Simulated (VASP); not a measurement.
Write the native input for VASP 6.6.1 that does the following.

- Task: single point
- Functional: PBE
- Potentials or basis: VASP PAW PBE potentials, release 64 (Zr_sv, Hf_pv, S)
- Cutoff: 520 eV
- k mesh: 4 × 4 × 4
- Occupations: gaussian, width 0.1 eV
- Spin: collinear spin
- Starting moments: [1.0, 0.0, 0.0, 0.0, 0.0] μB
- Dipole correction: no
- Further INCAR settings: ALGO = Normal; EDIFF = 1e-06; NBANDS = 32

The structure of HfZrS3 lies in POSCAR:

```
HfZrS3
1.0
    4.1301333250      0.0000000000      0.0000000000
    0.0000000000      4.1301333250      0.0000000000
    0.0000000000      0.0000000000      6.0618046617
Zr Hf S
1 1 3
Direct
    0.0000000000      0.0000000000      0.4774690859
    0.0000000000      0.0000000000      0.9915009312
    0.5000000000      0.0000000000      0.2265043501
    0.0000000000      0.5000000000      0.2265043501
    0.5000000000      0.5000000000      0.7252450127
```

The cell was generated, and may not be a known phase.

The input as run:

INCAR

```
  ALGO = Normal
  EDIFF = 1E-6
  ENCUT = 520
  GGA = PE
  ISIF = 2
  ISMEAR = 0
  ISPIN = 2
  LASPH = True
  LCHARG = False
  LMAXMIX = 4
  LORBIT = 11
  LREAL = False
  LWAVE = False
  MAGMOM = 1 0 0 0 0
  NBANDS = 32
  NELM = 150
  PREC = Accurate
  SIGMA = 0.1
```

KPOINTS

```
k-points
0
Gamma
  4 4 4
```

Potentials or basis: VASP PAW PBE potentials, release 64 (Zr_sv, Hf_pv, S).

Launch:

```sh
$ cat potpaw_PBE.64/Zr_sv/POTCAR potpaw_PBE.64/Hf_pv/POTCAR potpaw_PBE.64/S/POTCAR > POTCAR
$ mpirun -np 1 vasp_std > vasp.out
```

It gave:

| Quantity | Value |
| --- | --- |
| Pressure | -0.3 GPa |
| Largest force | 0.119 eV/Å |
| Band gap on the k mesh | zero (filled and empty bands overlap) |
| Net moment | 0.00 μB per cell |
| Valence electrons inside the program's atomic spheres | Zr 9.72; Hf 8.20; S 3.82, 3.60 (each value once) |

Caveat: the k points lie up to 0.38 Å⁻¹ apart, too coarse for converged energies and pressures of a metal; spin-orbit coupling is left out, which moves the levels of the heavy elements.

Run time: 46 s on 1 thread of AMD EPYC 9R45 96-Core Processor (Zen 5), with other jobs on the host, peak memory 0.27 GiB.
